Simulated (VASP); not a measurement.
# ZnS (P6_3mc) in VASP: a series of runs

The runs below take ZnS through relaxation of cell and atoms, single point, with RPBE+D3(BJ), PBE exchange alone, RPBE.

All numbers are computed with VASP 6.6.1; they aren't measurements. Logs are shortened: lines on timing, memory, paths and dates and some standing lists are left out, and cuts for length are marked.

### Step 1. The cell of the first run

Symmetry: P6_3mc, No. 186, hexagonal system. The conventional cell has a = 3.811 Å, b = 3.811 Å, c = 6.234 Å, α = 90.00°, β = 90.00°, γ = 120.00°. Zn (site symmetry 3m) has 4 S at 2.31 to 2.40 Å within 3.1 Å. S (site symmetry 3m) has 4 Zn at 2.31 to 2.40 Å within 3.1 Å.

### Step 2. Relaxation of cell and atoms, RPBE+D3(BJ)

Input file INCAR:

```
SYSTEM = ZnS
PREC     = Accurate       ! precision mode
ENCUT    = 600            ! plane-wave cutoff, eV
EDIFF    = 1E-6           ! SCF threshold, eV
ISMEAR   = -1             ! smearing method
SIGMA    = 0.05           ! smearing width, eV
LREAL    = .FALSE.        ! projectors in reciprocal space
LASPH    = .TRUE.         ! aspherical terms in the spheres
NELM     = 100            ! most SCF steps
ALGO     = Normal         ! electronic algorithm
ISIF     = 3              ! what is computed and relaxed
LWAVE    = .FALSE.        ! write WAVECAR
LCHARG   = .FALSE.        ! write CHGCAR
GGA      = RP             ! functional
IVDW     = 12             ! dispersion correction
IBRION   = 2              ! ionic algorithm
NSW      = 60             ! ionic steps
EDIFFG   = -0.01          ! ionic threshold
```

Input file KPOINTS:

```
Automatic mesh
0
G
  8 8 5
  0 0 0
```

Input file POSCAR:

```
ZnS
1.0
    3.8110000000      0.0000000000      0.0000000000
   -1.9055000000      3.3004228138      0.0000000000
    0.0000000000      0.0000000000      6.2340000000
Zn S
2 2
Direct
    0.6666666667      0.3333333333      0.5000000000
    0.3333333333      0.6666666667      0.0000000000
    0.6666666667      0.3333333333      0.8850000000
    0.3333333333      0.6666666667      0.3850000000
```

Potentials or basis: VASP PAW PBE potentials, release 64 (Zn, S).

On the command line:

```console
cat potpaw_PBE.64/Zn/POTCAR potpaw_PBE.64/S/POTCAR > POTCAR
mpirun -np 1 vasp_std > vasp.out
```

OUTCAR:

```text
SYSTEM = ZnS
   PREC = Accurate
   ENCUT = 600
   EDIFF = 1E-6
   ISMEAR = -1
   LREAL = .FALSE.
   LASPH = .TRUE.
   NELM = 100
   ISIF = 3
   GGA = RP
   IVDW = 12
   IBRION = 2
   NSW = 60
   EDIFFG = -0.01
 IVDW          = 12

 ion  position               nearest neighbor table
   1  0.667  0.333  0.500-   4 2.31   4 2.31   4 2.31   3 2.40
   2  0.333  0.667  0.000-   3 2.31   3 2.31   3 2.31   4 2.40
   3  0.667  0.333  0.885-   2 2.31   2 2.31   2 2.31   1 2.40
   4  0.333  0.667  0.385-   1 2.31   1 2.31   1 2.31   2 2.40

  LATTYP: Found a hexagonal cell.
 ALAT       =     3.8110000000
 C/A-ratio  =     1.6357911309

  Lattice vectors:

 A1 = (   3.8110000000,   0.0000000000,   0.0000000000)
 A2 = (  -1.9055000000,   3.3004228138,   0.0000000000)
 A3 = (   0.0000000000,   0.0000000000,   6.2340000000)

Analysis of symmetry for initial positions (statically):
=====================================================================
 Subroutine PRICEL returns:
 Original cell was already a primitive cell.

 Routine SETGRP: Setting up the symmetry group for a
 hexagonal supercell.

 Subroutine GETGRP returns: Found 12 space group operations
 (whereof  6 operations were pure point group operations)
 out of a pool of 24 trial point group operations.

The static configuration has the point symmetry C_3v.
 The point group associated with its full space group is C_6v.

Analysis of symmetry for dynamics (positions and initial velocities):
=====================================================================
 Subroutine PRICEL returns:
 Original cell was already a primitive cell.

 Routine SETGRP: Setting up the symmetry group for a
 hexagonal supercell.

 Subroutine GETGRP returns: Found 12 space group operations
 (whereof  6 operations were pure point group operations)
 out of a pool of 24 trial point group operations.

The dynamic configuration has the point symmetry C_3v.
 The point group associated with its full space group is C_6v.

 Subroutine INISYM returns: Found 12 space group operations
 (whereof  6 operations are pure point group operations),
 and found     1 'primitive' translations

----------------------------------------------------------------------------------------

                                     Primitive cell

  volume of cell :      78.4107

  direct lattice vectors                    reciprocal lattice vectors
     3.811000000  0.000000000  0.000000000     0.262398321  0.151495741  0.000000000
    -1.905500000  3.300422814  0.000000000     0.000000000  0.302991482  0.000000000
     0.000000000  0.000000000  6.234000000     0.000000000  0.000000000  0.160410651

  length of vectors
     3.811000000  3.811000000  6.234000000     0.302991482  0.302991482  0.160410651

  position of ions in fractional coordinates (direct lattice)
     0.666666667  0.333333333  0.500000000
     0.333333333  0.666666667  0.000000000
     0.666666667  0.333333333  0.885000000
     0.333333333  0.666666667  0.385000000

  ion indices of the primitive-cell ions
   primitive index   ion index
                 1           1
                 2           2
                 3           3
                 4           4

----------------------------------------------------------------------------------------

 KPOINTS: Automatic mesh

Automatic generation of k-mesh.
 Grid dimensions read from file:
 generate k-points for:    8    8    5

 Generating k-lattice:

  Cartesian coordinates                     Fractional coordinates (reciprocal lattice)
     0.032799790  0.018936968  0.000000000     0.125000000  0.000000000  0.000000000
     0.000000000  0.037873935  0.000000000     0.000000000  0.125000000  0.000000000
     0.000000000  0.000000000  0.032082130     0.000000000  0.000000000  0.200000000

  Length of vectors
     0.037873935  0.037873935  0.032082130

  Shift w.r.t. Gamma in fractional coordinates (k-lattice)
     0.000000000  0.000000000  0.000000000

 Subroutine IBZKPT returns following result:
 ===========================================

 Found     30 irreducible k-points:

 Following reciprocal coordinates:
            Coordinates               Weight
  0.000000  0.000000  0.000000      1.000000
  0.125000  0.000000  0.000000      6.000000
  0.250000  0.000000  0.000000      6.000000
  0.375000  0.000000  0.000000      6.000000
  0.500000  0.000000  0.000000      3.000000
  0.125000  0.125000  0.000000      6.000000
[... 16 lines left out ...]
  0.250000  0.000000  0.400000     12.000000
  0.375000  0.000000  0.400000     12.000000
 [... further k-points ...]
   k-points           NKPTS =     30   k-points in BZ     NKDIM =     30   number of bands    NBANDS=     22
   number of dos      NEDOS =    301   number of ions     NIONS =      4
   total plane-waves  NPLWV =  45000
   dimension x,y,z NGX =    30 NGY =   30 NGZ =   50
   dimension x,y,z NGXF=    60 NGYF=   60 NGZF=  100
   ions per type =               2   2
   NGX,Y,Z   is equivalent  to a cutoff of  13.09, 13.09, 13.33 a.u.
   NGXF,Y,Z  is equivalent  to a cutoff of  26.17, 26.17, 26.67 a.u.
 SYSTEM =  ZnS
   PREC   = accura    normal or accurate (medium, high low for compatibility)
   ISTART =      0    job   : 0-new  1-cont  2-samecut
   ICHARG =      2    charge: 1-file 2-atom 10-const
   ISPIN  =      1    spin polarized calculation?
   LNONCOLLINEAR =      F non collinear calculations
   LSORBIT =      F    spin-orbit coupling
   LASPH  =      T    aspherical Exc in radial PAW
   ENCUT  =  600.0 eV  44.10 Ry    6.64 a.u.   7.61  7.61 12.45*2*pi/ulx,y,z
   NELM   =    100;   NELMIN=  2; NELMDL= -5     # of ELM steps
   EDIFF  = 0.1E-05   stopping-criterion for ELM
   LREAL  =      F    real-space projection
   EDIFFG = -.1E-01   stopping-criterion for IOM
   NSW    =     60    number of steps for IOM
   IBRION =      2    ionic relax: 0-MD 1-quasi-New 2-CG
   NFREE  =      1    steps in history (QN), initial steepest desc. (CG)
   ISIF   =      3    stress and relaxation
   ISYM   =      2    0-nonsym 1-usesym 2-fastsym
   POTIM  = 0.5000    time-step for ionic-motion
   TEBEG  =    0.0;   TEEND  =   0.0 temperature during run
   PSTRESS=    0.0 pullay stress
   NELECT =      36.0000    total number of electrons
   NUPDOWN=      -1.0000    fix difference up-down
   EMIN   =  10.00;   EMAX   =-10.00  energy-range for DOS
   EFERMI =   0.00;   METHOD = LEGACY
   ISMEAR =    -1;   SIGMA  =   0.05  broadening in eV -4-tet -1-fermi 0-gaus
   EFERMI_NEDOS =   21; number of points for ismear=-14 and -15
   IALGO  =     38    algorithm
   IMIX   =      4    mixing-type and parameters
     AMIX     =   0.40;   BMIX     =  1.00
     AMIX_MAG =   1.60;   BMIX_MAG =  1.00
  volume/ion in A,a.u.               =      19.60       132.29
  Fermi-wavevector in a.u.,A,eV,Ry     =   1.262943  2.386617 21.701647  1.595026
  Thomas-Fermi vector in A             =   2.396326
   LORBIT       =      0    0 simple, 1 ext, 2 COOP (PROOUT), +10 PAW based schemes
   GGA     = RP    functional components
   LHFCALC =     F    Hartree Fock is set to
   AEXX    =    0.0000 exact exchange contribution
   IVDW    =    12    specifies the selected vdW correction
   LEPSILON=     F    determine dielectric tensor
   LRPA    =     F    only Hartree local field effects (RPA)
 conjugate gradient relaxation of ions
 non-spin polarized calculation
  energy-cutoff  :      600.00
  volume of cell :       78.41
 maximum number of plane-waves:      2643
   NGX = 15   NGY = 15   NGZ = 25

--------------------------------------- Ionic step        1  -------------------------------------------

 number of electron      36.0000045 magnetization

 Free energy of the ion-electron system (eV)
  ---------------------------------------------------
  ext. energy  EPLUGINS =         0.00000000
  ---------------------------------------------------
  free energy    TOTEN  =       -12.29850461 eV

  energy without entropy =      -12.29850461  energy(sigma->0) =      -12.29850461

------------------------ aborting loop because EDIFF is reached ----------------------------------------

 Edisp (eV)   -4.49228

 E8    (eV) :    -2.5637

  FORCE on cell =-STRESS in cart. coord.  units (eV):
  Direction    XX          YY          ZZ          XY          YZ          ZX
  --------------------------------------------------------------------------------------
  -------------------------------------------------------------------------------------
  Total      -2.11994    -2.11994    -3.52981     0.00000     0.00000    -0.00000
  in kB     -43.31703   -43.31703   -72.12511     0.00000     0.00000    -0.00000
  external pressure =      -52.92 kB  Pullay stress =        0.00 kB
[... 103 lines left out ...]
  FREE ENERGIE OF THE ION-ELECTRON SYSTEM (eV)
  ---------------------------------------------------
  free  energy   TOTEN  =       -16.9122914780 eV

  energy  without entropy=      -16.9122914780  energy(sigma->0) =      -16.91229148

[... ionic steps 4 to 7 ...]

--------------------------------------- Ionic step        8  -------------------------------------------

 number of electron      36.0000000 magnetization

------------------------ aborting loop because EDIFF is reached ----------------------------------------

 Edisp (eV)   -4.90764

 E8    (eV) :    -2.7966
[... 73 lines left out ...]
  energy  without entropy=      -16.9164329427  energy(sigma->0) =      -16.91643294

--------------------------------------- Ionic step       10  -------------------------------------------

 number of electron      35.9999998 magnetization

 Free energy of the ion-electron system (eV)
  ---------------------------------------------------
  ext. energy  EPLUGINS =         0.00000000
  ---------------------------------------------------
  free energy    TOTEN  =       -12.02037393 eV

  energy without entropy =      -12.02037393  energy(sigma->0) =      -12.02037393

 E-fermi :   4.0440     XC(G=0):  -9.8132

 val. band max:        3.0374656894   @ k =   0.0000   0.0000   0.0000
 cond. band min:       5.7788978576   @ k =   0.0000   0.0000   0.0000
 fundamental gap:      2.7414321682
 Fermi energy:         4.0439975178

 k-point     1 :       0.0000    0.0000    0.0000
  band No.  band energies     occupation
      1     -10.7218      2.00000
      2      -9.6368      2.00000
      3      -3.6201      2.00000
      4      -3.6073      2.00000
      5      -3.6073      2.00000
      6      -3.5118      2.00000
[... 574 lines left out ...]
      6      -3.3632      2.00000
[... 14 lines left out ...]
     21       8.3981      0.00000
     22       8.9561      0.00000

 [... further k-points ...]

------------------------ aborting loop because EDIFF is reached ----------------------------------------

 Edisp (eV)   -4.89615

 E8    (eV) :    -2.7901

  FORCE on cell =-STRESS in cart. coord.  units (eV):
  Direction    XX          YY          ZZ          XY          YZ          ZX
  --------------------------------------------------------------------------------------
  -------------------------------------------------------------------------------------
  Total      -0.01799    -0.01799    -0.01640     0.00000    -0.00000     0.00000
  in kB      -0.39662    -0.39662    -0.36152     0.00000    -0.00000     0.00000
  external pressure =       -0.38 kB  Pullay stress =        0.00 kB
[... 19 lines left out ...]
  FREE ENERGIE OF THE ION-ELECTRON SYSTEM (eV)
  ---------------------------------------------------
  free  energy   TOTEN  =       -16.9165243917 eV

  energy  without entropy=      -16.9165243917  energy(sigma->0) =      -16.91652439

 reached required accuracy - stopping structural energy minimisation
```

Wall time 3.7 min (1 thread of Intel Xeon Platinum 8488C (Sapphire Rapids), shared host); peak memory 0.24 GiB.

What came out:

* Free energy: -16.9165 eV
* Relaxed volume: 18.17 Å³/atom
* Relaxed cell: a = 3.716 Å, b = 3.716 Å, c = 6.078 Å, α = 90.00°, β = 90.00°, γ = 120.00°
* Space group after relaxing (to 0.1 Å): P6_3mc (No. 186)
* Energy gained by relaxing: 31.4 meV/atom
* Ionic steps: 10
* Pressure after relaxing: 0.0 GPa
* Largest force after relaxing: 0.004 eV/Å
* Band gap on the k mesh: 2.74 eV
* Dispersion energy per atom: -1.224 eV

Forces on the atoms (eV/Å):
```
Zn   0.000  0.000  0.004
Zn   0.000  0.000  0.004
S    0.000  0.000 -0.004
S    0.000  0.000 -0.004
```

The path:
| step | energy change (eV) | largest force (eV/Å) | pressure (GPa) | volume (Å³) |
| --- | --- | --- | --- | --- |
| 1 | 0.0000 | 0.3359 | -5.29 | 78.41 |
| 2 | -0.1145 | 0.0276 | 1.75 | 71.28 |
| 3 | -0.1215 | 0.1131 | 0.20 | 72.56 |
| 4 | -0.1214 | 0.1200 | 0.04 | 72.67 |
| 5 | -0.1230 | 0.0344 | -0.10 | 72.81 |
| 6 | -0.1231 | 0.0093 | -0.20 | 72.84 |
| 7 | -0.1244 | 0.0009 | -0.04 | 72.74 |
| 8 | -0.1256 | 0.0179 | 0.21 | 72.52 |
| 9 | -0.1256 | 0.0200 | -0.15 | 72.77 |
| 10 | -0.1257 | 0.0042 | -0.04 | 72.67 |

Final structure:
```
CELL_PARAMETERS angstrom
3.71553 0.00000 0.00000
-1.85776 3.21774 0.00000
0.00000 0.00000 6.07791
ATOMIC_POSITIONS crystal
Zn 0.66667 0.33333 0.50500
Zn 0.33333 0.66667 0.00500
S 0.66667 0.33333 0.88000
S 0.33333 0.66667 0.38000
```

Levels at points of the mesh, in eV from the valence-band top:
| k point | band 15 | band 16 | band 17 | band 18 | band 19 | band 20 | band 21 | band 22 |
| --- | --- | --- | --- | --- | --- | --- | --- | --- |
| (0.00, 0.00, 0.00) | -1.01 | -0.07 | 0.00 | 0.00 | 2.74 | 3.32 | 6.28 | 6.28 |
| (0.50, 0.00, 0.00) | -3.62 | -2.53 | -1.89 | -1.00 | 3.68 | 4.55 | 5.17 | 6.91 |

Caveat: the PAW data sets were made with another functional, which shifts forces and pressure a little.

[end of part 1 of 2]
